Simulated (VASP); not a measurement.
Runs of VASP 6.6.1 on PbO2. The structure is that of space group Fm-3m (No. 225), or close to it. The cells are those of the table. 

```csv
cell,k mesh,gap on the mesh (eV),pressure (GPa)
"a = 3.760 Å, angles 60.0°, 3 atoms",14 × 14 × 14,none,(a)
"a = 3.644 Å, angles 60.0°, 3 atoms",14 × 14 × 14,none,21.2
"a = 3.762 Å, angles 60.0°, 3 atoms",6 × 6 × 6,none,(b)
"a = 3.722 Å, angles 60.0°, 3 atoms",14 × 14 × 14,none,6.6
"a = 3.834 Å, angles 60.0°, 3 atoms",14 × 14 × 14,none,-7.2
```

Alike in all rows: task single point; level r2SCAN; potentials or basis VASP PAW PBE potentials, release 64 (Pb_d, O); no spin polarisation; cutoff (eV) 520; smearing gaussian 0.1 eV.

Question: Fill in the values left out.

Answer: (a) 1.2; (b) 0.9.

Caveats: the PAW data sets were made with another functional, which shifts forces and pressure a little; spin-orbit coupling is left out, which moves the levels of the heavy elements.

A k mesh can miss the band edges, and the runs leave out spin-orbit coupling on Pb.

A gap of «none» marks levels without a gap at the run's occupations.
